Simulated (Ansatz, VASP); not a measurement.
This is a calculation of Sn3Te for Ansatz 0.2.0.

The input input.yaml:

```yaml
crystal:
  lattice:
    - [4.865622, 0.0, 0.0]
    - [0.0, 4.865622, 0.0]
    - [0.0, 0.0, 4.865622]
  atoms:
    - { symbol: Te, position: [0.0, 0.0, 0.0] }
    - { symbol: Sn, position: [0.0, 0.5, 0.5] }
    - { symbol: Sn, position: [0.5, 0.0, 0.5] }
    - { symbol: Sn, position: [0.5, 0.5, 0.0] }
kpoints:
  mp_grid: { grid: [6, 6, 6] }
scf:
  occupations: { method: fermi_dirac, width: 0.05 }
hamiltonian:
  xc: pbesol
  pseudopotentials: { kind: all_electron, lapw: { basis_error: 0.001 } }
output:
  forces: true
  stress: true
  eigenvalues: true
  populations: true
```

Potentials or basis: all-electron LAPW, scalar-relativistic.

Launch:

```sh
$ ansatz run input.yaml --threads 2 --pin off --max-ram 8192MiB --backend cpu --events-out ev --progress --plain --runs-dir out
```

Task: Set up the same calculation for VASP 6.6.1. Potentials there: VASP PAW PBE potentials, release 64 (Te, Sn_d).

Result: As run (the cutoff follows the program's own potentials):

Contents of INCAR:

```
SYSTEM = Sn3Te
PREC     = Accurate       ! precision mode
ENCUT    = 520            ! plane-wave cutoff, eV
EDIFF    = 1E-6           ! SCF threshold, eV
ISMEAR   = -1             ! smearing method
SIGMA    = 0.05           ! smearing width, eV
LREAL    = .False.        ! projectors in reciprocal space
LASPH    = .True.         ! aspherical terms in the spheres
NELM     = 60             ! most SCF steps
ALGO     = Normal         ! electronic algorithm
ISIF     = 2              ! what is computed and relaxed
LWAVE    = .False.        ! write WAVECAR
LCHARG   = .False.        ! write CHGCAR
GGA      = PS             ! functional
NBANDS   = 32             ! bands
```

KPOINTS

```
regular mesh
0
Gamma
  6 6 6
  0 0 0
```

The input POSCAR:

```
Sn3Te
1.0
    4.8656220000      0.0000000000      0.0000000000
    0.0000000000      4.8656220000      0.0000000000
    0.0000000000      0.0000000000      4.8656220000
Te Sn
1 3
Direct
    0.0000000000      0.0000000000      0.0000000000
    0.0000000000      0.5000000000      0.5000000000
    0.5000000000      0.0000000000      0.5000000000
    0.5000000000      0.5000000000      0.0000000000
```

Potentials or basis: VASP PAW PBE potentials, release 64 (Te, Sn_d).

Launch:

```console
$ cat potpaw_PBE.64/Te/POTCAR potpaw_PBE.64/Sn_d/POTCAR > POTCAR
$ mpirun -np 1 vasp_std > vasp.out
```

Both were run:

|  | VASP | Ansatz | Ansatz less VASP |
| --- | --- | --- | --- |
| gap on the k mesh at the Fermi level (eV) | none | none | - |
| pressure (GPa) | -2.4 | -2.4 | +0.06 |

VASP's potentials were made for PBE, not for PBEsol. A gap of «none» marks a metal or a gap that the smearing closes. Ansatz ran all-electron here, and VASP with PAW potentials.

Spin-orbit coupling is off throughout.
